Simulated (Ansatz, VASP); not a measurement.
**BeS in VASP and in Ansatz**

Contents of INCAR:

```
SYSTEM = BeS
PREC = Accurate ; ENCUT = 520
EDIFF = 1E-7 ; ISMEAR = 0
SIGMA = 0.1 ; LREAL = .FALSE.
LASPH = .TRUE. ; NELM = 60
ALGO = Normal ; ISIF = 2
LWAVE = .FALSE. ; LCHARG = .FALSE.
GGA = RE ; NBANDS = 11
```

KPOINTS

```
regular mesh
0
G
  8 8 8
  0 0 0
```

The input POSCAR:

```
BeS
1.0
    0.0000000000      2.4351516489      2.4351516489
    2.4351516489      0.0000000000      2.4351516489
    2.4351516489      2.4351516489      0.0000000000
Be S
1 1
Direct
    0.0000000000      0.0000000000      0.0000000000
    0.7500000000      0.7500000000      0.7500000000
```

Input for Ansatz:

```yaml
crystal:
  lattice:
    - [0.0, 2.4351516489, 2.4351516489]
    - [2.4351516489, 0.0, 2.4351516489]
    - [2.4351516489, 2.4351516489, 0.0]
  atoms:
    - { symbol: Be, position: [0.0, 0.0, 0.0] }
    - { symbol: S, position: [0.75, 0.75, 0.75] }
basis:
  precision: f64
kpoints:
  mp_grid: { grid: [8, 8, 8] }
hamiltonian:
  xc: revpbe
scf:
  occupations: { method: gaussian, width: 0.1 }
  n_extra_bands: 5
  max_iter: 60
output:
  forces: true
  stress: true
  eigenvalues: true
```

Alike in both runs: task single point; functional revPBE; k mesh 8 × 8 × 8; occupations gaussian, width 0.1 eV; no spin polarisation.

|  | VASP | Ansatz |
| --- | --- | --- |
| version | VASP 6.6.1 | Ansatz 0.2.0 |
| potentials or method | VASP PAW PBE potentials, release 64 (Be, S) | scalar-relativistic, plane waves, PAW |
| plane-wave cutoff (eV) | 520 | 420 |
| valence electrons in the cell | 8 | 8 |

VASP gave:

| Property | Result |
| --- | --- |
| gap on the k mesh at the Fermi level (eV) | 3.22 |
| least direct gap on the mesh (eV) | 5.72 |
| pressure (GPa) | 2.1 |

What did Ansatz give for the same quantities?

gap on the k mesh at the Fermi level (eV): 3.22; least direct gap on the mesh (eV): 5.71; pressure (GPa): 2.2.

VASP's potentials were made for PBE, not for revPBE.
